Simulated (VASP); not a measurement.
B2Ru, 6 atoms in the cell. It takes space group Pmmn (No. 59, orthorhombic). The conventional cell has a = 2.986 Å, b = 4.782 Å, c = 4.143 Å, α = 90.00°, β = 90.00°, γ = 90.00°. B (site symmetry m) has 3 B at 1.89 to 1.95 Å and 4 Ru at 2.19 to 2.36 Å within 2.5 Å. Ru (site symmetry mm2) has 8 B at 2.19 to 2.36 Å and 6 Ru at 2.99 to 3.12 Å within 3.2 Å. 

- Program: VASP 6.6.1
- Task: single point
- Functional: r2SCAN
- Potentials or basis: VASP PAW PBE potentials, release 64 (B, Ru_pv)
- Cutoff: 520 eV
- k mesh: 12 × 8 × 10
- Occupations: gaussian, width 0.1 eV
- Spin: no spin polarisation
- Dipole correction: no
- Further INCAR settings: ALGO = Normal; EDIFF = 1e-06; NBANDS = 29

Potentials or basis: VASP PAW PBE potentials, release 64 (B, Ru_pv).

Command:

```sh
$ cat potpaw_PBE.64/B/POTCAR potpaw_PBE.64/Ru_pv/POTCAR > POTCAR
$ cp INCAR.step1 INCAR
$ mpirun -np 1 vasp_std > vasp.out
$ cp INCAR.step2 INCAR
$ mpirun -np 1 vasp_std > vasp.out
```

Hardware: 1 thread of Intel Xeon 8259CL (shared host).

Problem. Estimate the wall time of this run.

Solution. It took 15 min on 1 thread of Intel Xeon 8259CL, on a shared host, peak memory 0.39 GiB. Counts: k points 210.
